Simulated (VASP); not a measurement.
Input of a VASP 6.6.1 run:

File INCAR:

```
SYSTEM = GaN
PREC = Accurate ; ENCUT = 520
EDIFF = 1E-7 ; ISMEAR = -1
SIGMA = 0.05 ; LREAL = .False.
LASPH = .True. ; NELM = 60
ALGO = Normal ; ISIF = 2
LWAVE = .False. ; LCHARG = .False.
GGA = RE ; IVDW = 12
NBANDS = 26
```

Contents of KPOINTS:

```
regular mesh
0
Gamma
  10 10 5
  0 0 0
```

File POSCAR:

```
GaN
1.0
    3.1150838257      0.0000000000      0.0000000000
   -1.5575419129      2.6977417280      0.0000000000
    0.0000000000      0.0000000000      5.0605418376
Ga N
2 2
Direct
    0.6666666667      0.3333333333      0.5000000000
    0.3333333333      0.6666666667      0.0000000000
    0.6666666667      0.3333333333      0.8750000000
    0.3333333333      0.6666666667      0.3750000000
```

Potentials or basis: VASP PAW PBE potentials, release 64 (Ga_d, N).

Launch:

```console
$ cat potpaw_PBE.64/Ga_d/POTCAR potpaw_PBE.64/N/POTCAR > POTCAR
$ mpirun -np 1 vasp_std > vasp.out
```

Task: What does it give for the band gap on the k mesh?

Result: 2.43 eV, direct.

Task: Predict the dispersion energy per atom.

Result: -0.530 eV.

Task: What does it give for the largest force?

Result: 0.151 eV/Å.

Task: Predict the pressure.

Result: 16.0 GPa.

Forces in eV/Å, atoms in the order of the input:
```
Ga   0.000  0.000 -0.151
Ga   0.000  0.000 -0.151
N    0.000  0.000  0.151
N    0.000  0.000  0.151
```

Caveat: the PAW data sets were made with another functional, which shifts forces and pressure a little. As with any semilocal functional, this revPBE gap is likely too small.
